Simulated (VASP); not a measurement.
# Os (I4/mmm) in VASP: notebook

The runs below take Os through single point, with r2SCAN.

Everything below comes from runs of VASP 6.6.1. Logs are shortened: lines on timing, memory, paths and dates and some standing lists are left out, and cuts for length are marked.

## (1) The cell of the first run

It takes space group I4/mmm (No. 139, tetragonal). Conventional cell: a = 2.751 Å, b = 2.751 Å, c = 3.773 Å, α = 90.00°, β = 90.00°, γ = 90.00°. Os (site symmetry 4/mmm) has 12 Os at 2.71 to 2.75 Å within 3.6 Å.

## (2) Single point, r2SCAN (strain -0.0300 x Voigt [1, 0, 0, 0, 0, 0])

File POSCAR:

```
Os
1.0
    0.0000000000      1.9450000000      1.9450000000
    1.8866500000      0.0000000000      1.9450000000
    1.8866500000      1.9450000000      0.0000000000
Os
1
Direct
    0.0000000000      0.0000000000      0.0000000000
```

File INCAR.step1:

```
SYSTEM = Os
ALGO     = Normal         ! electronic algorithm
EDIFF    = 1E-4           ! SCF threshold, eV
ENCUT    = 520            ! plane-wave cutoff, eV
GGA      = PE             ! functional
ISMEAR   = 0              ! smearing method
LASPH    = .True.         ! aspherical terms in the spheres
LCHARG   = .False.        ! write CHGCAR
LREAL    = .False.        ! projectors in reciprocal space
LWAVE    = .True.         ! write WAVECAR
NBANDS   = 10             ! bands
NELM     = 60             ! most SCF steps
PREC     = Accurate       ! precision mode
SIGMA    = 0.15           ! smearing width, eV
```

File INCAR.step2:

```
SYSTEM = Os
ALGO     = Normal         ! electronic algorithm
EDIFF    = 1E-6           ! SCF threshold, eV
ENCUT    = 520            ! plane-wave cutoff, eV
ISIF     = 2              ! what is computed and relaxed
ISMEAR   = 0              ! smearing method
ISTART   = 1            
LASPH    = .True.         ! aspherical terms in the spheres
LCHARG   = .False.        ! write CHGCAR
LMIXTAU  = .True.       
LREAL    = .False.        ! projectors in reciprocal space
LWAVE    = .False.        ! write WAVECAR
METAGGA  = R2SCAN         ! meta-GGA
NBANDS   = 10             ! bands
NELM     = 60             ! most SCF steps
PREC     = Accurate       ! precision mode
SIGMA    = 0.15           ! smearing width, eV
```

File KPOINTS:

```
k-points
0
Gamma
  20 20 20
  0 0 0
```

Potentials or basis: VASP PAW PBE potentials, release 64 (Os).

Run with:

```sh
$ cat potpaw_PBE.64/Os/POTCAR > POTCAR
$ cp INCAR.step1 INCAR
$ mpirun -np 1 vasp_std > vasp.out
$ cp INCAR.step2 INCAR
$ mpirun -np 1 vasp_std > vasp.out
```

OUTCAR:

```text
SYSTEM = Os
   EDIFF = 1E-6
   ENCUT = 520
   ISIF = 2
   ISMEAR = 0
   ISTART = 1
   LASPH = .True.
   LREAL = .False.
   METAGGA = R2SCAN
   NELM = 60
   PREC = Accurate

 ion  position               nearest neighbor table
   1  0.000  0.000  0.000-

  LATTYP: Found a body centered tetragonal cell.
 ALAT       =     2.7506453788
 C/A-ratio  =     1.3717871555

  Lattice vectors:

 A1 = (  -1.8866500000,   0.0000000000,  -1.9450000000)
 A2 = (  -1.8866500000,   0.0000000000,   1.9450000000)
 A3 = (   1.8866500000,   1.9450000000,   0.0000000000)

Analysis of symmetry for initial positions (statically):
=====================================================================
 Subroutine PRICEL returns:
 Original cell was already a primitive cell.

 Routine SETGRP: Setting up the symmetry group for a
 body centered tetragonal supercell.

 Subroutine GETGRP returns: Found 16 space group operations
 (whereof 16 operations were pure point group operations)
 out of a pool of 16 trial point group operations.

The static configuration has the point symmetry D_4h.

Analysis of symmetry for dynamics (positions and initial velocities):
=====================================================================
 Subroutine PRICEL returns:
 Original cell was already a primitive cell.

 Routine SETGRP: Setting up the symmetry group for a
 body centered tetragonal supercell.

 Subroutine GETGRP returns: Found 16 space group operations
 (whereof 16 operations were pure point group operations)
 out of a pool of 16 trial point group operations.

The dynamic configuration has the point symmetry D_4h.

 Subroutine INISYM returns: Found 16 space group operations
 (whereof 16 operations are pure point group operations),
 and found     1 'primitive' translations

----------------------------------------------------------------------------------------

                                     Primitive cell

  volume of cell :      14.2745

  direct lattice vectors                    reciprocal lattice vectors
     0.000000000  1.945000000  1.945000000    -0.265020009  0.257069409  0.257069409
     1.886650000  0.000000000  1.945000000     0.265020009 -0.257069409  0.257069409
     1.886650000  1.945000000  0.000000000     0.265020009  0.257069409 -0.257069409

  length of vectors
     2.750645379  2.709699840  2.709699840     0.449894395  0.449894395  0.449894395

  position of ions in fractional coordinates (direct lattice)
     0.000000000  0.000000000  0.000000000

  ion indices of the primitive-cell ions
   primitive index   ion index
                 1           1

----------------------------------------------------------------------------------------

 KPOINTS: k-points

Automatic generation of k-mesh.
 Grid dimensions read from file:
 generate k-points for:   20   20   20

 Generating k-lattice:

  Cartesian coordinates                     Fractional coordinates (reciprocal lattice)
    -0.013251000  0.012853470  0.012853470     0.050000000  0.000000000  0.000000000
     0.013251000 -0.012853470  0.012853470     0.000000000  0.050000000  0.000000000
     0.013251000  0.012853470 -0.012853470     0.000000000  0.000000000  0.050000000

  Length of vectors
     0.022494720  0.022494720  0.022494720

  Shift w.r.t. Gamma in fractional coordinates (k-lattice)
     0.000000000  0.000000000  0.000000000

 Subroutine IBZKPT returns following result:
 ===========================================

 Found    641 irreducible k-points:

 Following reciprocal coordinates:
            Coordinates               Weight
  0.000000  0.000000  0.000000      1.000000
  0.050000 -0.000000 -0.000000      8.000000
  0.100000 -0.000000 -0.000000      8.000000
  0.150000 -0.000000 -0.000000      8.000000
  0.200000 -0.000000 -0.000000      8.000000
  0.250000 -0.000000 -0.000000      8.000000
[... 16 lines left out ...]
 -0.400000  0.050000  0.000000     16.000000
 -0.350000  0.050000  0.000000     16.000000
 [... further k-points ...]
   k-points           NKPTS =    641   k-points in BZ     NKDIM =    641   number of bands    NBANDS=     10
   number of dos      NEDOS =    301   number of ions     NIONS =      1
   total plane-waves  NPLWV =   8000
   dimension x,y,z NGX =    20 NGY =   20 NGZ =   20
   dimension x,y,z NGXF=    40 NGYF=   40 NGZF=   40
   ions per type =               1
   NGX,Y,Z   is equivalent  to a cutoff of  12.09, 12.27, 12.27 a.u.
   NGXF,Y,Z  is equivalent  to a cutoff of  24.18, 24.54, 24.54 a.u.
 SYSTEM =  Os
   PREC   = accura    normal or accurate (medium, high low for compatibility)
   ISTART =      1    job   : 0-new  1-cont  2-samecut
   ICHARG =      0    charge: 1-file 2-atom 10-const
   ISPIN  =      1    spin polarized calculation?
   LNONCOLLINEAR =      F non collinear calculations
   LSORBIT =      F    spin-orbit coupling
   LASPH  =      T    aspherical Exc in radial PAW
   ENCUT  =  520.0 eV  38.22 Ry    6.18 a.u.   5.11  5.04  5.04*2*pi/ulx,y,z
   NELM   =     60;   NELMIN=  2; NELMDL=  0     # of ELM steps
   EDIFF  = 0.1E-05   stopping-criterion for ELM
   LREAL  =      F    real-space projection
   EDIFFG = 0.1E-04   stopping-criterion for IOM
   NSW    =      0    number of steps for IOM
   IBRION =     -1    ionic relax: 0-MD 1-quasi-New 2-CG
   NFREE  =      0    steps in history (QN), initial steepest desc. (CG)
   ISIF   =      2    stress and relaxation
   ISYM   =      2    0-nonsym 1-usesym 2-fastsym
   POTIM  = 0.5000    time-step for ionic-motion
   TEBEG  =    0.0;   TEEND  =   0.0 temperature during run
   PSTRESS=    0.0 pullay stress
   NELECT =       8.0000    total number of electrons
   NUPDOWN=      -1.0000    fix difference up-down
   EMIN   =  10.00;   EMAX   =-10.00  energy-range for DOS
   EFERMI =   0.00;   METHOD = LEGACY
   ISMEAR =     0;   SIGMA  =   0.15  broadening in eV -4-tet -1-fermi 0-gaus
   EFERMI_NEDOS =   21; number of points for ismear=-14 and -15
   IALGO  =     38    algorithm
   IMIX   =      4    mixing-type and parameters
     AMIX     =   0.40;   BMIX     =  1.00
     AMIX_MAG =   1.60;   BMIX_MAG =  1.00
  volume/ion in A,a.u.               =      14.27        96.33
  Fermi-wavevector in a.u.,A,eV,Ry     =   1.349744  2.550646 24.787204  1.821808
  Thomas-Fermi vector in A             =   2.477305
   LORBIT       =      0    0 simple, 1 ext, 2 COOP (PROOUT), +10 PAW based schemes
   METAGGA = R2SCAN    functional components
   LHFCALC =     F    Hartree Fock is set to
   AEXX    =    0.0000 exact exchange contribution
   IVDW    =     0    specifies the selected vdW correction
   LEPSILON=     F    determine dielectric tensor
   LRPA    =     F    only Hartree local field effects (RPA)
 non-spin polarized calculation
 Gauss-broadening in eV      SIGMA  =   0.15
  energy-cutoff  :      520.00
  volume of cell :       14.27
 maximum number of plane-waves:       398
   NGX = 11   NGY =  9   NGZ =  9

 number of electron       8.0000000 magnetization

 Free energy of the ion-electron system (eV)
  ---------------------------------------------------
  ext. energy  EPLUGINS =         0.00000000
  ---------------------------------------------------
  free energy    TOTEN  =       -52.84324091 eV

  energy without entropy =      -52.83277350  energy(sigma->0) =      -52.83800721

 E-fermi :   8.8628     XC(G=0): -15.2533

 val. band max:        8.8608293011   @ k =   0.0000   0.3000   0.3000
 cond. band min:       8.8654170786   @ k =  -0.1500   0.2500   0.1500
 fundamental gap:      0.0045877774
 Fermi energy:         8.8627589528

 k-point     1 :       0.0000    0.0000    0.0000
  band No.  band energies     occupation
      1      -2.2872      2.00000
      2       5.6684      2.00000
      3       5.6684      2.00000
      4       6.1222      2.00000
      5       8.5670      1.99471
      6       9.1432      0.00820
      7      23.8010      0.00000
      8      29.4658      0.00000
      9      29.4658      0.00000
     10      30.5793      0.00000

 k-point     2 :       0.0500   -0.0000   -0.0000
  band No.  band energies     occupation
      1      -2.1666      2.00000
      2       5.6358      2.00000
      3       5.7230      2.00000
      4       6.1348      2.00000
      5       8.5338      1.99807
      6       9.0970      0.02722
      7      24.0251      0.00000
      8      29.0500      0.00000
      9      29.6739      0.00000
     10      30.5519      0.00000

 k-point     3 :       0.1000   -0.0000   -0.0000
  band No.  band energies     occupation
      1      -1.8151      2.00000
      2       5.4970      2.00000
      3       5.8674      2.00000
      4       6.2249      2.00000
      5       8.4617      1.99984
      6       8.9826      0.25864
      7      24.6516      0.00000
      8      27.8726      0.00000
      9      30.2841      0.00000
     10      31.0466      0.00000

 k-point     4 :       0.1500   -0.0000   -0.0000
  band No.  band energies     occupation
      1      -1.2671      2.00000
      2       5.2766      2.00000
      3       6.0368      2.00000
      4       6.3883      2.00000
      5       8.4347      1.99995
      6       8.8738      0.91739
      7      25.4615      0.00000
      8      26.6108      0.00000
      9      31.2570      0.00000
     10      32.0075      0.00000

 k-point     5 :       0.2000   -0.0000   -0.0000
  band No.  band energies     occupation
      1      -0.5922      2.00000
      2       5.0956      2.00000
      3       6.1256      2.00000
      4       6.5171      2.00000
      5       8.5785      1.99265
      6       8.8899      0.79839
      7      24.9584      0.00000
      8      26.7131      0.00000
      9      32.5312      0.00000
     10      33.2838      0.00000

 k-point     6 :       0.2500   -0.0000   -0.0000
  band No.  band energies     occupation
      1       0.0877      2.00000
      2       5.1094      2.00000
      3       6.0684      2.00000
      4       6.5119      2.00000
      5       8.9678      0.32203
      6       9.1341      0.01053
      7      23.7262      0.00000
      8      27.0385      0.00000
      9      33.9868      0.00000
     10      34.4899      0.00000
[... 183 lines left out ...]
 k-point    21 :       0.5000    0.0500    0.0000
  band No.  band energies     occupation
      1       1.0808      2.00000
      2       5.3400      2.00000
      3       5.9311      2.00000
      4       8.2089      2.00000
      5      11.2279      0.00000
      6      11.7463      0.00000
      7      18.0671      0.00000
      8      23.5749      0.00000
      9      29.7371      0.00000
     10      30.2574      0.00000

 k-point    22 :      -0.4500    0.0500    0.0000
  band No.  band energies     occupation
      1       1.0838      2.00000
      2       5.3634      2.00000
      3       5.9385      2.00000
      4       8.0958      2.00000
      5      11.0475      0.00000
      6      11.8105      0.00000
      7      18.2335      0.00000
      8      23.6356      0.00000
      9      29.6300      0.00000
     10      30.5625      0.00000

 k-point    23 :      -0.4000    0.0500    0.0000
  band No.  band energies     occupation
      1       1.0880      2.00000
      2       5.4624      2.00000
      3       6.0236      2.00000
      4       7.3690      2.00000
      5      10.6121      0.00000
      6      11.5007      0.00000
      7      19.2701      0.00000
      8      24.0583      0.00000
      9      30.0930      0.00000
     10      31.5258      0.00000

 k-point    24 :      -0.3500    0.0500    0.0000
  band No.  band energies     occupation
      1       1.0416      2.00000
      2       5.6221      2.00000
      3       6.1711      2.00000
      4       6.4046      2.00000
      5      10.0187      0.00000
      6      10.9560      0.00000
      7      20.6893      0.00000
      8      24.8824      0.00000
      9      31.0593      0.00000
     10      33.0194      0.00000

 [... further k-points ...]
[... 5 lines left out ...]
  --------------------------------------------------------------------------------------
  -------------------------------------------------------------------------------------
  Total        0.1766074     -0.7275781     -0.7275781      0.0000000      0.0000000      0.0000000
  in kB       19.8225285    -81.6638109    -81.6638109      0.0000000      0.0000000      0.0000000
  external PRESSURE =     -47.8350311 kB  Pullay stress =       0.0000000 kB

 VOLUME and BASIS-vectors are now :
 -----------------------------------------------------------------------------
  energy-cutoff  :      520.00
  volume of cell :       14.27
      direct lattice vectors                 reciprocal lattice vectors
     0.000000000  1.945000000  1.945000000    -0.265020009  0.257069409  0.257069409
     1.886650000  0.000000000  1.945000000     0.265020009 -0.257069409  0.257069409
     1.886650000  1.945000000  0.000000000     0.265020009  0.257069409 -0.257069409

 POSITION                                       TOTAL-FORCE (eV/Angst)
 -----------------------------------------------------------------------------------
      0.00000      0.00000      0.00000         0.000000      0.000000      0.000000
 -----------------------------------------------------------------------------------
    total drift:                                0.000000      0.000000     -0.000000

  FREE ENERGIE OF THE ION-ELECTRON SYSTEM (eV)
  ---------------------------------------------------
  free  energy   TOTEN  =       -52.8432409072 eV

  energy  without entropy=      -52.8327735037  energy(sigma->0) =      -52.83800721
```

It took 1.9 min on 1 thread of Intel Xeon 6975P-C (Granite Rapids), shared host; peak memory 0.21 GiB.

Results:

| Property | Result |
| --- | --- |
| Free energy | -52.8432 eV |
| Pressure | -4.8 GPa |
| Band gap on the k mesh | zero (band 4 reaches 11.68 eV, above the bottom of band 5 at 7.26 eV) |

Stress tensor (GPa, compression positive):
```
 1.98  0.00  0.00
 0.00 -8.17  0.00
 0.00  0.00 -8.17
```

Caveat: the cell differs from its parent crystal (strain -0.0300 x Voigt [1, 0, 0, 0, 0, 0]); the PAW data sets were made with another functional, which shifts forces and pressure a little; spin-orbit coupling is left out, which moves the levels of the heavy elements.

## (3) Single point, r2SCAN (strain -0.0150 x Voigt [1, 0, 0, 0, 0, 0])

File POSCAR:

```
Os
1.0
    0.0000000000      1.9450000000      1.9450000000
    1.9158250000      0.0000000000      1.9450000000
    1.9158250000      1.9450000000      0.0000000000
Os
1
Direct
    0.0000000000      0.0000000000      0.0000000000
```

File INCAR.step1:

```
PREC = Accurate ; ENCUT = 520
ISMEAR = 0 ; SIGMA = 0.15
LREAL = F ; LASPH = T
NELM = 100 ; NBANDS = 10
GGA = PE ; ALGO = Normal
EDIFF = 1E-4 ; LWAVE = T
LCHARG = F
```

File INCAR.step2:

```
PREC = Accurate ; ENCUT = 520
EDIFF = 1E-7 ; ISMEAR = 0
SIGMA = 0.15 ; LREAL = F
LASPH = T ; NELM = 100
ALGO = Normal ; ISIF = 2
LWAVE = F ; LCHARG = F
METAGGA = R2SCAN ; LMIXTAU = T
NBANDS = 10 ; ISTART = 1
```

File KPOINTS:

```
regular mesh
0
Gamma
  20 20 20
```

Potentials or basis: VASP PAW PBE potentials, release 64 (Os).

Run with:

```sh
$ cat potpaw_PBE.64/Os/POTCAR > POTCAR
$ cp INCAR.step1 INCAR
$ mpirun -np 1 vasp_std > vasp.out
$ cp INCAR.step2 INCAR
$ mpirun -np 1 vasp_std > vasp.out
```

It took 1.9 min on 1 thread of Intel Xeon 6975P-C (Granite Rapids), shared host; peak memory 0.21 GiB.

Results (log left out):

| Item | Value |
| --- | --- |
| Free energy | -52.8392 eV |
| Pressure | -10.9 GPa |
| Band gap on the k mesh | zero (band 4 reaches 11.17 eV, above the bottom of band 5 at 7.02 eV) |

Stress tensor (GPa, compression positive):
```
 -7.84   0.00   0.00
  0.00 -12.38   0.00
  0.00   0.00 -12.38
```

Levels at points of the mesh, in eV from the Fermi level:
```csv
k point,band 1,band 2,band 3,band 4,band 5,band 6,band 7,band 8
"(0.00, 0.00, 0.00)",-11.01,-3.06,-3.06,-2.83,-0.15,0.13,14.93,20.70
"(0.50, 0.00, 0.00)",-7.74,-3.27,-3.03,-0.26,2.32,2.44,9.00,14.50
"(0.50, 0.50, 0.00)",-7.59,-6.87,2.20,2.31,2.96,3.16,12.21,12.63
"(0.00, 0.50, 0.50)",-7.57,-6.88,2.30,2.54,3.07,3.07,12.44,12.44
```

Caveat: the cell differs from its parent crystal (strain -0.0150 x Voigt [1, 0, 0, 0, 0, 0]); the PAW data sets were made with another functional, which shifts forces and pressure a little; spin-orbit coupling is left out, which moves the levels of the heavy elements.

(Continued in part 2 of 2.)
